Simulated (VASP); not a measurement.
# BN (P6_3/mmc) in VASP: further runs

Runs on BN. Level: PBE+D3(BJ). Tasks: relaxation of shape and atoms at fixed volume.

Program: VASP 6.6.1. These are calculated values, not measurements. Logs are shortened: lines on timing, memory, paths and dates and some standing lists are left out, and cuts for length are marked.

## Step 1: The cell of the first run

It takes space group P6_3/mmc (No. 194, hexagonal). The conventional cell has a = 2.474 Å, b = 2.474 Å, c = 6.176 Å, α = 90.00°, β = 90.00°, γ = 120.00°. B (site symmetry -6m2) has 3 N at 1.43 Å within 1.9 Å. N (site symmetry -6m2) has 3 B at 1.43 Å within 1.9 Å.

## Step 2: Relaxation of shape and atoms at fixed volume, PBE+D3(BJ) (volume scaled by 0.91)

The input, INCAR:

```
ALGO = Normal
EDIFF = 1E-7
EDIFFG = -0.01
ENCUT = 600
GGA = PE
IBRION = 2
ISIF = 4
ISMEAR = 0
IVDW = 12
LASPH = T
LCHARG = F
LREAL = F
LWAVE = F
NELM = 60
NSW = 50
PREC = Accurate
SIGMA = 0.02
```

The input, KPOINTS:

```
k-points
0
Gamma
  12 12 4
```

The input, POSCAR:

```
BN
1.0
    2.4742646219      0.0000000000      0.0000000000
   -1.2371323110      2.1427760183      0.0000000000
    0.0000000000      0.0000000000      6.1763371810
B N
2 2
Direct
    0.3333333333      0.6666666667      0.2500000000
    0.6666666667      0.3333333333      0.7500000000
    0.3333333333      0.6666666667      0.7500000000
    0.6666666667      0.3333333333      0.2500000000
```

Potentials or basis: VASP PAW PBE potentials, release 64 (B, N).

On the command line:

```console
$ cat potpaw_PBE.64/B/POTCAR potpaw_PBE.64/N/POTCAR > POTCAR
$ mpirun -np 1 vasp_std > vasp.out
```

OUTCAR:

```text
EDIFF = 1E-7
   EDIFFG = -0.01
   ENCUT = 600
   GGA = PE
   IBRION = 2
   ISIF = 4
   ISMEAR = 0
   IVDW = 12
   LASPH = T
   LREAL = F
   NELM = 60
   NSW = 50
   PREC = Accurate
 IVDW          = 12

 ion  position               nearest neighbor table
   1  0.333  0.667  0.250-   4 1.43   4 1.43   4 1.43
   2  0.667  0.333  0.750-   3 1.43   3 1.43   3 1.43
   3  0.333  0.667  0.750-   2 1.43   2 1.43   2 1.43
   4  0.667  0.333  0.250-   1 1.43   1 1.43   1 1.43

  LATTYP: Found a hexagonal cell.
 ALAT       =     2.4742646219
 C/A-ratio  =     2.4962314565

  Lattice vectors:

 A1 = (   2.4742646219,   0.0000000000,   0.0000000000)
 A2 = (  -1.2371323110,   2.1427760183,   0.0000000000)
 A3 = (   0.0000000000,   0.0000000000,   6.1763371810)

Analysis of symmetry for initial positions (statically):
=====================================================================
 Subroutine PRICEL returns:
 Original cell was already a primitive cell.

 Routine SETGRP: Setting up the symmetry group for a
 hexagonal supercell.

 Subroutine GETGRP returns: Found 24 space group operations
 (whereof 12 operations were pure point group operations)
 out of a pool of 24 trial point group operations.

The static configuration has the point symmetry D_3d.
 The point group associated with its full space group is D_6h.

Analysis of symmetry for dynamics (positions and initial velocities):
=====================================================================
 Subroutine PRICEL returns:
 Original cell was already a primitive cell.

 Routine SETGRP: Setting up the symmetry group for a
 hexagonal supercell.

 Subroutine GETGRP returns: Found 24 space group operations
 (whereof 12 operations were pure point group operations)
 out of a pool of 24 trial point group operations.

The dynamic configuration has the point symmetry D_3d.
 The point group associated with its full space group is D_6h.

 Subroutine INISYM returns: Found 24 space group operations
 (whereof 12 operations are pure point group operations),
 and found     1 'primitive' translations

----------------------------------------------------------------------------------------

                                     Primitive cell

  volume of cell :      32.7457

  direct lattice vectors                    reciprocal lattice vectors
     2.474264622  0.000000000  0.000000000     0.404160489  0.233342167  0.000000000
    -1.237132311  2.142776018  0.000000000     0.000000000  0.466684334  0.000000000
     0.000000000  0.000000000  6.176337181     0.000000000  0.000000000  0.161908259

  length of vectors
     2.474264622  2.474264622  6.176337181     0.466684334  0.466684334  0.161908259

[... 83 lines left out ...]
   NELM   =     60;   NELMIN=  2; NELMDL= -5     # of ELM steps
   EDIFF  = 0.1E-06   stopping-criterion for ELM
   LREAL  =      F    real-space projection
   EDIFFG = -.1E-01   stopping-criterion for IOM
   NSW    =     50    number of steps for IOM
   IBRION =      2    ionic relax: 0-MD 1-quasi-New 2-CG
   NFREE  =      1    steps in history (QN), initial steepest desc. (CG)
   ISIF   =      4    stress and relaxation
   ISYM   =      2    0-nonsym 1-usesym 2-fastsym
   POTIM  = 0.5000    time-step for ionic-motion
   TEBEG  =    0.0;   TEEND  =   0.0 temperature during run
   PSTRESS=    0.0 pullay stress
   NELECT =      16.0000    total number of electrons
   NUPDOWN=      -1.0000    fix difference up-down
   EMIN   =  10.00;   EMAX   =-10.00  energy-range for DOS
   EFERMI =   0.00;   METHOD = LEGACY
   ISMEAR =     0;   SIGMA  =   0.02  broadening in eV -4-tet -1-fermi 0-gaus
   EFERMI_NEDOS =   21; number of points for ismear=-14 and -15
   IALGO  =     38    algorithm
   IMIX   =      4    mixing-type and parameters
     AMIX     =   0.40;   BMIX     =  1.00
     AMIX_MAG =   1.60;   BMIX_MAG =  1.00
  volume/ion in A,a.u.               =       8.19        55.24
  Fermi-wavevector in a.u.,A,eV,Ry     =   1.289427  2.436664 22.621355  1.662623
  Thomas-Fermi vector in A             =   2.421321
   LORBIT       =      0    0 simple, 1 ext, 2 COOP (PROOUT), +10 PAW based schemes
   GGA     = PE    functional components
   LHFCALC =     F    Hartree Fock is set to
   AEXX    =    0.0000 exact exchange contribution
   IVDW    =    12    specifies the selected vdW correction
   LEPSILON=     F    determine dielectric tensor
   LRPA    =     F    only Hartree local field effects (RPA)
 conjugate gradient relaxation of ions
 non-spin polarized calculation
 Gauss-broadening in eV      SIGMA  =   0.02
  energy-cutoff  :      600.00
  volume of cell :       32.75
 maximum number of plane-waves:      1122
 NGX is ok and might be reduce to    20
   NGX =  9   NGY =  9   NGZ = 25

--------------------------------------- Ionic step        1  -------------------------------------------

 number of electron      15.9999999 magnetization

 Free energy of the ion-electron system (eV)
  ---------------------------------------------------
  ext. energy  EPLUGINS =         0.00000000
  ---------------------------------------------------
  free energy    TOTEN  =       -35.03117074 eV

  energy without entropy =      -35.03117074  energy(sigma->0) =      -35.03117074

------------------------ aborting loop because EDIFF is reached ----------------------------------------

 Edisp (eV)   -0.63078

 E8    (eV) :    -0.1862
[... 75 lines left out ...]
--------------------------------------- Ionic step        3  -------------------------------------------

 number of electron      15.9999998 magnetization

 Free energy of the ion-electron system (eV)
  ---------------------------------------------------
  ext. energy  EPLUGINS =         0.00000000
  ---------------------------------------------------
  free energy    TOTEN  =       -35.05413771 eV

  energy without entropy =      -35.05413771  energy(sigma->0) =      -35.05413771

 E-fermi :   3.2829     XC(G=0): -10.6904

 val. band max:        3.1662320400   @ k =   0.3333   0.2500   0.0000
 cond. band min:       7.2727987071   @ k =   0.5000   0.0000   0.0000
 fundamental gap:      4.1065666671
 Fermi energy:         3.2828976904

 k-point     1 :       0.0000    0.0000    0.0000
  band No.  band energies     occupation
      1     -14.8961      2.00000
      2     -14.3264      2.00000
      3      -3.6294      2.00000
      4      -0.3992      2.00000
      5       1.7466      2.00000
      6       1.7466      2.00000
      7       1.8355      2.00000
      8       1.8355      2.00000
      9       9.0515      0.00000
     10      14.4820      0.00000
     11      14.6241      0.00000
     12      14.6241      0.00000
[... 331 lines left out ...]
 k-point    24 :       0.3333    0.0000    0.2500
  band No.  band energies     occupation
      1     -12.8065      2.00000
      2     -12.5114      2.00000
      3      -3.8600      2.00000
      4      -3.7260      2.00000
      5      -0.5223      2.00000
      6      -0.4260      2.00000
      7      -0.4240      2.00000
      8       1.4400      2.00000
      9       9.8191      0.00000
     10      10.8594      0.00000
     11      12.5681      0.00000
     12      13.3428      0.00000

 [... further k-points ...]

------------------------ aborting loop because EDIFF is reached ----------------------------------------

 Edisp (eV)   -0.63289

 E8    (eV) :    -0.1872
[... 27 lines left out ...]
  FREE ENERGIE OF THE ION-ELECTRON SYSTEM (eV)
  ---------------------------------------------------
  free  energy   TOTEN  =       -35.6870316766 eV

  energy  without entropy=      -35.6870316766  energy(sigma->0) =      -35.68703168

 reached required accuracy - stopping structural energy minimisation
```

OSZICAR:

```text
N       E                     dE             d eps       ncg     rms          rms(c)
DAV:   1     0.741197938453E+02    0.74120E+02   -0.91924E+03  1368   0.140E+03
DAV:   2    -0.343644555162E+02   -0.10848E+03   -0.99113E+02  1944   0.308E+02
DAV:   3    -0.386930566613E+02   -0.43286E+01   -0.43025E+01  1780   0.636E+01
[... 25 lines left out ...]
DAV:   3    -0.350541403537E+02    0.24730E-03   -0.50563E-04  1684   0.178E-01    0.154E-02
DAV:   4    -0.350541380639E+02    0.22898E-05   -0.20127E-05  1628   0.464E-02    0.483E-03
DAV:   5    -0.350541379569E+02    0.10701E-06   -0.56897E-06  1664   0.207E-02    0.430E-03
DAV:   6    -0.350541377003E+02    0.25661E-06   -0.10036E-06  1608   0.927E-03    0.675E-04
DAV:   7    -0.350541377056E+02   -0.52617E-08   -0.66418E-08   952   0.267E-03
   3 F= -.35687032E+02 E0= -.35687032E+02  d E =-.250820E-01
```

CONTCAR:

```text
BN
   1.00000000000000
     2.4980877092226965   -0.0000000000020012    0.0000000000000000
    -1.2490438546635627    2.1634074171229392    0.0000000000000000
     0.0000000000000000    0.0000000000000000    6.0590972460261829
  B               N
     2     2
Direct
     0.3333333332999970    0.6666666667000030    0.2500000000000000
     0.6666666667000030    0.3333333332999970    0.7500000000000000
     0.3333333332999970    0.6666666667000030    0.7500000000000000
     0.6666666667000030    0.3333333332999970    0.2500000000000000

  0.00000000E+00  0.00000000E+00  0.00000000E+00
  0.00000000E+00  0.00000000E+00  0.00000000E+00
  0.00000000E+00  0.00000000E+00  0.00000000E+00
  0.00000000E+00  0.00000000E+00  0.00000000E+00
```

It took 30 s on 1 thread of Intel Xeon Platinum 8559C (Emerald Rapids), shared host; peak memory 0.18 GiB.

Results:

```yaml
Free_energy: -35.6870 eV
Energy_gained_by_relaxing: 6.3 meV/atom
Ionic_steps: 3
Pressure_after_relaxing: 3.9 GPa
Band_gap_on_the_k_mesh: 4.11 eV, indirect (least direct gap 4.41 eV)
Dispersion_energy_per_atom: -0.158 eV
```

The path:
```csv
step,energy change (eV),largest force (eV/Å),pressure (GPa),volume (Å³)
1,0.0000,0.0000,11.35,32.75
2,-0.0247,0.0000,3.05,32.75
3,-0.0251,0.0000,3.89,32.75
```

Final structure:
```xyz
4
Lattice="2.4981 0.0000 0.0000 -1.2490 2.1634 0.0000 0.0000 0.0000 6.0591" Properties=species:S:1:pos:R:3 pbc="T T T"
B     0.0000    1.4423    1.5148
B     1.2490    0.7211    4.5443
N     0.0000    1.4423    4.5443
N     1.2490    0.7211    1.5148
```

Levels at points of the mesh, in eV from the valence-band top:
```tsv
k point	band 4	band 5	band 6	band 7	band 8	band 9	band 10	band 11	band 12
(0.00, 0.00, 0.00)	-3.57	-1.42	-1.42	-1.33	-1.33	5.89	11.32	11.46	11.46
(0.50, 0.00, 0.00)	-8.92	-4.27	-4.12	-1.88	-0.30	4.11	6.08	9.65	9.83
(0.00, 0.00, 0.50)	-5.39	-1.38	-1.38	-1.38	-1.38	8.75	8.75	11.58	11.58
(0.50, 0.00, 0.50)	-9.00	-4.20	-4.20	-1.02	-1.02	4.65	4.65	9.98	9.98
```

Caveat: the cell differs from its parent crystal (volume scaled by 0.91).

(Continued in part 2 of 2.)
